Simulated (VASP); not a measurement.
Input of a VASP 6.6.1 run:

The input INCAR:

```
  PREC = Accurate
  ENCUT = 520
  EDIFF = 1E-6
  ISMEAR = -1
  SIGMA = 0.02
  LREAL = False
  LASPH = True
  NELM = 80
  ALGO = Normal
  ISIF = 2
  LWAVE = False
  LCHARG = False
  GGA = PE
  NBANDS = 15
```

KPOINTS

```
regular mesh
0
Gamma
  6 6 6
```

File POSCAR:

```
BaS
1.0
   -0.3526282156      3.3695016733      3.3695016733
    3.3695016733     -0.3526282156      3.3695016733
    3.3695016733      3.3695016733     -0.3526282156
Ba S
1 1
Direct
   -0.0121363184     -0.0121363184     -0.0121363184
    0.2621363184      0.2621363184      0.2621363184
```

Potentials or basis: VASP PAW PBE potentials, release 64 (Ba_sv, S).

Launch:

```bash
$ cat potpaw_PBE.64/Ba_sv/POTCAR potpaw_PBE.64/S/POTCAR > POTCAR
$ mpirun -np 1 vasp_std > vasp.out
```

Estimate the pressure.

-0.7 GPa.

Estimate the band gap on the k mesh.

2.67 eV, indirect (least direct gap 3.01 eV).

Stress tensor (GPa, compression positive):
```
-0.66  0.56  0.56
 0.56 -0.66  0.56
 0.56  0.56 -0.66
```

Caveat: the cell differs from its parent crystal (epitaxial 111 strain +5.8%); spin-orbit coupling is left out, which moves the levels of the heavy elements. A k mesh can miss the band edges.
